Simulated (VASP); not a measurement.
## Ge: single point with PBEsol

**Measured values to compare with.**

From “Electronic and optical properties of SixGe1-x-ySny alloys lattice-matched to Ge”, 2021, arxiv:2109.02782, for a bulk crystal of Ge at 293 K: band gap 0.666 eV (indirect).

Crystal: Ge.

```
Ge
1.0
     0.00000    2.82891    2.82891
     2.82891    0.00000    2.82891
     2.82891    2.82891    0.00000
Ge
2
Direct
  0.00000 0.00000 0.00000
  0.25000 0.25000 0.25000
```

```
Program                : VASP 6.6.1
Task                   : single point
Functional             : PBEsol
Potentials or basis    : VASP PAW PBE potentials, release 64 (Ge_d)
Cutoff                 : 520 eV
k mesh                 : 6 × 6 × 6
Occupations            : fermi-dirac, width 0.02 eV
Spin                   : no spin polarisation
Dipole correction      : no
Further INCAR settings : ALGO = Normal; EDIFF = 1e-06; NBANDS = 21
```

| Quantity | Value |
| --- | --- |
| Pressure | 0.2 GPa |
| Band gap on the k mesh | zero (filled and empty bands touch) |

Levels at points of the mesh, in eV from the Fermi level:
```
           k point  band 12  band 13  band 14  band 15  band 16  band 17
(0.00, 0.00, 0.00)    -0.03    -0.02    -0.02    -0.02     2.51     2.51
(0.50, 0.00, 0.00)    -7.65    -1.43    -1.43     0.10     3.69     3.69
(0.50, 0.50, 0.00)    -8.92    -3.11    -3.11     0.64     0.64     9.47
```

Run time: 6.6 s on 1 thread of Intel(R) Xeon(R) 6975P-C (Granite Rapids), with other jobs on the host, peak memory 0.16 GiB.

Against the measured gap of Ge, 0.666 eV (indirect; 293 K; “Electronic and optical properties of SixGe1-x-ySny alloys lattice-matched to Ge”, 2021, arxiv:2109.02782), the calculated 0.00 eV is off by -0.67 eV. 3 values of this kind are on record (0.666 to 0.807 eV); this one was drawn at random among those near their median. Spin-orbit coupling on Ge is left out. The value is that of PBEsol on a finite k mesh, which can miss the band edges, without temperature or zero-point motion. Semilocal functionals fall short of measured gaps as a rule.

Caveat: the PAW data sets were made with another functional, which shifts forces and pressure a little.
